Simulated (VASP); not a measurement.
# Zn3Cd5Se8 (P1) in VASP: further runs

The runs below take Zn3Cd5Se8 through single point, with PBEsol.

Everything below comes from runs of VASP 6.6.1. Logs are shortened: lines on timing, memory, paths and dates and some standing lists are left out, and cuts for length are marked.

**1. The cell of the first run**

The typed cell holds 16 atoms: a = 11.821 Å, b = 5.910 Å, c = 5.910 Å, α = 90.00°, β = 90.00°, γ = 90.00°.

**2. Single point, PBEsol**

INCAR

```
PREC     = Accurate       # precision mode
ENCUT    = 500            # plane-wave cutoff, eV
EDIFF    = 1E-6           # SCF threshold, eV
ISMEAR   = -1             # smearing method
SIGMA    = 0.05           # smearing width, eV
LREAL    = Auto         
LASPH    = True           # aspherical terms in the spheres
NELM     = 120            # most SCF steps
ALGO     = Normal         # electronic algorithm
ISIF     = 2              # what is computed and relaxed
LWAVE    = False          # write WAVECAR
LCHARG   = True           # write CHGCAR
GGA      = PS             # functional
LELF     = True           # ELF
LVHAR    = True         
ISYM     = -1           
NBANDS   = 86             # bands
GGA_COMPAT= False
```

KPOINTS

```
explicit points
1
Reciprocal
  0.25000000   0.25000000   0.25000000 1
```

POSCAR

```
Zn3Cd5Se8
1.0
   11.8205630000      0.0000000000      0.0000000000
    0.0000000000      5.9102820000      0.0000000000
    0.0000000000      0.0000000000      5.9102820000
Zn Se Cd
3 8 5
Direct
    0.9979910000      0.0090970000      0.9911930000
    0.5025640000      0.9790360000      0.0110030000
    0.2630170000      0.5074720000      0.0070380000
    0.1219140000      0.2534230000      0.2273740000
    0.6321350000      0.2688060000      0.2451300000
    0.3765510000      0.7359690000      0.2674170000
    0.8758480000      0.7458080000      0.2773820000
    0.3731040000      0.2346000000      0.7225020000
    0.8603780000      0.2522780000      0.7343910000
    0.1296010000      0.7398330000      0.7083060000
    0.6178600000      0.7472380000      0.7754720000
    0.7544630000      0.5079030000      0.0094710000
    0.2427450000      0.0297370000      0.4859420000
    0.7470140000      0.9899570000      0.4810530000
    0.9949360000      0.4988050000      0.5215850000
    0.5032580000      0.5074920000      0.4977440000
```

Potentials or basis: VASP PAW PBE potentials, release 64 (Zn, Se, Cd).

The run is started by

```console
$ cat potpaw_PBE.64/Zn/POTCAR potpaw_PBE.64/Se/POTCAR potpaw_PBE.64/Cd/POTCAR > POTCAR
$ mpirun -np 1 vasp_std > vasp.out
```

OUTCAR:

```text
PREC = Accurate
   ENCUT = 500
   EDIFF = 1E-6
   ISMEAR = -1
   LREAL = Auto
   LASPH = True
   NELM = 120
   ISIF = 2
   GGA = PS
   ISYM = -1

 ion  position               nearest neighbor table
   1  0.998  0.009  0.991-   4 2.49   9 2.65   7 2.71  10 2.78
   2  0.503  0.979  0.011-  11 2.38   6 2.56   5 2.68   8 2.74
   3  0.263  0.507  0.007-   6 2.45   4 2.59   8 2.67  10 2.74
   4  0.122  0.253  0.227-  13 2.47   1 2.49   3 2.59  15 2.72
   5  0.632  0.269  0.245-  12 2.46  14 2.55  16 2.56   2 2.68
   6  0.377  0.736  0.267-  16 2.43   3 2.45   2 2.56  13 2.68
[... 8 lines left out ...]
  15  0.995  0.499  0.522-  10 2.40   7 2.49   9 2.50   4 2.72
  16  0.503  0.507  0.498-   6 2.43  11 2.56   5 2.56   8 2.59

IMPORTANT INFORMATION: All symmetrisations will be switched off!
NOSYMM: (Re-)initialisation of all symmetry stuff for point group C_1.

----------------------------------------------------------------------------------------

                                     Primitive cell

  volume of cell :     412.9092

  direct lattice vectors                    reciprocal lattice vectors
    11.820563000  0.000000000  0.000000000     0.084598339  0.000000000  0.000000000
     0.000000000  5.910282000  0.000000000     0.000000000  0.169196664  0.000000000
     0.000000000  0.000000000  5.910282000     0.000000000  0.000000000  0.169196664

  length of vectors
    11.820563000  5.910282000  5.910282000     0.084598339  0.169196664  0.169196664

  position of ions in fractional coordinates (direct lattice)
     0.997991000  0.009097000  0.991193000
     0.502564000  0.979036000  0.011003000
     0.263017000  0.507472000  0.007038000
     0.121914000  0.253423000  0.227374000
     0.632135000  0.268806000  0.245130000
     0.376551000  0.735969000  0.267417000
[... 8 lines left out ...]
     0.994936000  0.498805000  0.521585000
     0.503258000  0.507492000  0.497744000

  ion indices of the primitive-cell ions
   primitive index   ion index
                 1           1
                 2           2
                 3           3
                 4           4
                 5           5
                 6           6
[... 8 lines left out ...]
                15          15
                16          16

----------------------------------------------------------------------------------------

 KPOINTS: explicit points

Read explicit list of k-points.

 Found      1 k-points:

 Following reciprocal coordinates:
            Coordinates               Weight
  0.250000  0.250000  0.250000      1.000000
   k-points           NKPTS =      1   k-points in BZ     NKDIM =      1   number of bands    NBANDS=     86
   number of dos      NEDOS =    301   number of ions     NIONS =     16
   total plane-waves  NPLWV = 207360
   dimension x,y,z NGX =    90 NGY =   48 NGZ =   48
   dimension x,y,z NGXF=   180 NGYF=   96 NGZF=   96
   ions per type =               3   8   5
   NGX,Y,Z   is equivalent  to a cutoff of  12.66, 13.50, 13.50 a.u.
   NGXF,Y,Z  is equivalent  to a cutoff of  25.32, 27.00, 27.00 a.u.
 SYSTEM =  unknown system
   PREC   = accura    normal or accurate (medium, high low for compatibility)
   ISTART =      0    job   : 0-new  1-cont  2-samecut
   ICHARG =      2    charge: 1-file 2-atom 10-const
   ISPIN  =      1    spin polarized calculation?
   LNONCOLLINEAR =      F non collinear calculations
   LSORBIT =      F    spin-orbit coupling
   LASPH  =      T    aspherical Exc in radial PAW
   ENCUT  =  500.0 eV  36.75 Ry    6.06 a.u.  21.55 10.78 10.78*2*pi/ulx,y,z
   NELM   =    120;   NELMIN=  2; NELMDL= -5     # of ELM steps
   EDIFF  = 0.1E-05   stopping-criterion for ELM
   LREAL  =      T    real-space projection
   EDIFFG = 0.1E-04   stopping-criterion for IOM
   NSW    =      0    number of steps for IOM
   IBRION =     -1    ionic relax: 0-MD 1-quasi-New 2-CG
   NFREE  =      0    steps in history (QN), initial steepest desc. (CG)
   ISIF   =      2    stress and relaxation
   ISYM   =     -1    0-nonsym 1-usesym 2-fastsym
   POTIM  = 0.5000    time-step for ionic-motion
   TEBEG  =    0.0;   TEEND  =   0.0 temperature during run
   PSTRESS=    0.0 pullay stress
   NELECT =     144.0000    total number of electrons
   NUPDOWN=      -1.0000    fix difference up-down
   EMIN   =  10.00;   EMAX   =-10.00  energy-range for DOS
   EFERMI =   0.00;   METHOD = LEGACY
   ISMEAR =    -1;   SIGMA  =   0.05  broadening in eV -4-tet -1-fermi 0-gaus
   EFERMI_NEDOS =   21; number of points for ismear=-14 and -15
   IALGO  =     38    algorithm
   IMIX   =      4    mixing-type and parameters
     AMIX     =   0.40;   BMIX     =  1.00
     AMIX_MAG =   1.60;   BMIX_MAG =  1.00
  volume/ion in A,a.u.               =      25.81       174.15
  Fermi-wavevector in a.u.,A,eV,Ry     =   1.152332  2.177591 18.066743  1.327868
  Thomas-Fermi vector in A             =   2.288983
   LORBIT       =      0    0 simple, 1 ext, 2 COOP (PROOUT), +10 PAW based schemes
   GGA     = PS    functional components
   LHFCALC =     F    Hartree Fock is set to
   AEXX    =    0.0000 exact exchange contribution
   IVDW    =     0    specifies the selected vdW correction
   LEPSILON=     F    determine dielectric tensor
   LRPA    =     F    only Hartree local field effects (RPA)
 non-spin polarized calculation
  energy-cutoff  :      500.00
  volume of cell :      412.91
 maximum number of plane-waves:     10478
 NGX is ok and might be reduce to    90
   NGX = 43   NGY = 21   NGZ = 21

 number of electron     143.9999996 magnetization

 Free energy of the ion-electron system (eV)
  ---------------------------------------------------
  ext. energy  EPLUGINS =         0.00000000
  ---------------------------------------------------
  free energy    TOTEN  =       -48.54908263 eV

  energy without entropy =      -48.54908263  energy(sigma->0) =      -48.54908263

 E-fermi :   2.1646     XC(G=0):  -9.2918

 val. band max:        0.9923869209   @ k =   0.2500   0.2500   0.2500
 cond. band min:       3.3771558822   @ k =   0.2500   0.2500   0.2500
 fundamental gap:      2.3847689613
 Fermi energy:         2.1646207756

 k-point     1 :       0.2500    0.2500    0.2500
  band No.  band energies     occupation
      1     -11.7066      2.00000
      2     -11.5558      2.00000
      3     -11.4062      2.00000
      4     -11.3442      2.00000
      5     -11.2937      2.00000
      6     -11.2253      2.00000
[... 76 lines left out ...]
     83       6.2391      0.00000
     84       6.3936      0.00000
 [bands above 84 left out]

------------------------ aborting loop because EDIFF is reached ----------------------------------------

  FORCE on cell =-STRESS in cart. coord.  units (eV):
  Direction    XX          YY          ZZ          XY          YZ          ZX
  --------------------------------------------------------------------------------------
  -------------------------------------------------------------------------------------
  Total        7.8667095      7.7174511      5.9995592      0.2655117     -8.0281470      2.8443203
  in kB       30.5245399     29.9453848     23.2795917      1.0302431    -31.1509525     11.0365799
  external PRESSURE =      27.9165055 kB  Pullay stress =       0.0000000 kB

 VOLUME and BASIS-vectors are now :
 -----------------------------------------------------------------------------
  energy-cutoff  :      500.00
  volume of cell :      412.91
      direct lattice vectors                 reciprocal lattice vectors
    11.820563000  0.000000000  0.000000000     0.084598339  0.000000000  0.000000000
     0.000000000  5.910282000  0.000000000     0.000000000  0.169196664  0.000000000
     0.000000000  0.000000000  5.910282000     0.000000000  0.000000000  0.169196664

 POSITION                                       TOTAL-FORCE (eV/Angst)
 -----------------------------------------------------------------------------------
     11.79682      0.05377      5.85823         0.241084     -0.242402     -0.275627
      5.94059      5.78638      0.06503        -0.157116      0.563925      0.158869
      3.10901      2.99930      0.04160        -0.059265     -0.337917     -0.627711
      1.44109      1.49780      1.34384        -0.770714      0.683353     -1.113178
      7.47219      1.58872      1.44879        -1.720419     -1.557073     -0.015061
      4.45104      4.34978      1.58051        -0.953595      1.342481     -1.763093
[... 8 lines left out ...]
     11.76070      2.94808      3.08271         0.380761     -1.048665     -0.626119
      5.94879      2.99942      2.94181         0.721212     -0.744810      0.716261
 -----------------------------------------------------------------------------------
    total drift:                                0.002928     -0.003824      0.002746

  FREE ENERGIE OF THE ION-ELECTRON SYSTEM (eV)
  ---------------------------------------------------
  free  energy   TOTEN  =       -48.5490826299 eV

  energy  without entropy=      -48.5490826296  energy(sigma->0) =      -48.54908263
```

OSZICAR:

```text
N       E                     dE             d eps       ncg     rms          rms(c)
DAV:   1     0.125750162613E+04    0.12575E+04   -0.63661E+04   172   0.164E+03
DAV:   2     0.113581009732E+03   -0.11439E+04   -0.11000E+04   172   0.419E+02
DAV:   3    -0.432317201703E+02   -0.15681E+03   -0.15097E+03   194   0.147E+02
DAV:   4    -0.514721851897E+02   -0.82405E+01   -0.81769E+01   200   0.319E+01
DAV:   5    -0.516034392508E+02   -0.13125E+00   -0.13091E+00   192   0.402E+00    0.192E+01
DAV:   6    -0.486328969503E+02    0.29705E+01   -0.63737E+00   224   0.273E+01    0.139E+01
DAV:   7    -0.486572913953E+02   -0.24394E-01   -0.59589E+00   192   0.888E+00    0.511E+00
DAV:   8    -0.485521873534E+02    0.10510E+00   -0.72917E-01   184   0.574E+00    0.139E+00
DAV:   9    -0.485485265842E+02    0.36608E-02   -0.80940E-02   192   0.150E+00    0.393E-01
DAV:  10    -0.485487858375E+02   -0.25925E-03   -0.63814E-03   200   0.491E-01    0.153E-01
DAV:  11    -0.485489396016E+02   -0.15376E-03   -0.66441E-04   192   0.336E-01    0.867E-02
DAV:  12    -0.485490690130E+02   -0.12941E-03   -0.27970E-04   192   0.132E-01    0.180E-02
DAV:  13    -0.485490775711E+02   -0.85580E-05   -0.59163E-05   200   0.489E-02    0.110E-02
DAV:  14    -0.485490817126E+02   -0.41415E-05   -0.11774E-05   184   0.164E-02    0.536E-03
DAV:  15    -0.485490826299E+02   -0.91726E-06   -0.20319E-06   136   0.161E-02
   1 F= -.48549083E+02 E0= -.48549083E+02  d E =-.235493E-09
```

Wall time 1.9 min (1 thread of Intel Xeon 8259CL, shared host); peak memory 0.46 GiB.

What came out:

* Free energy: -48.5491 eV
* Pressure: 2.8 GPa
* Largest force: 2.624 eV/Å

Forces in eV/Å, atoms in the order of the input:
```
Zn   0.241 -0.242 -0.276
Zn  -0.157  0.564  0.159
Zn  -0.059 -0.338 -0.628
Se  -0.771  0.683 -1.113
Se  -1.720 -1.557 -0.015
Se  -0.954  1.342 -1.763
Se   0.680  0.602 -2.005
Se   0.718  0.606  2.408
Se   0.600 -1.007  1.209
Se   0.365  0.601  2.528
Se  -0.096  0.808 -0.413
Cd   0.810  0.427 -0.373
Cd   0.033 -0.914 -0.538
Cd  -0.793  0.218  0.730
Cd   0.381 -1.049 -0.626
Cd   0.721 -0.745  0.716
```

Stress tensor (GPa, compression positive):
```
 3.05  0.10  1.10
 0.10  2.99 -3.12
 1.10 -3.12  2.33
```

Caveat: the PAW data sets were made with another functional, which shifts forces and pressure a little.

[end of part 1 of 2]
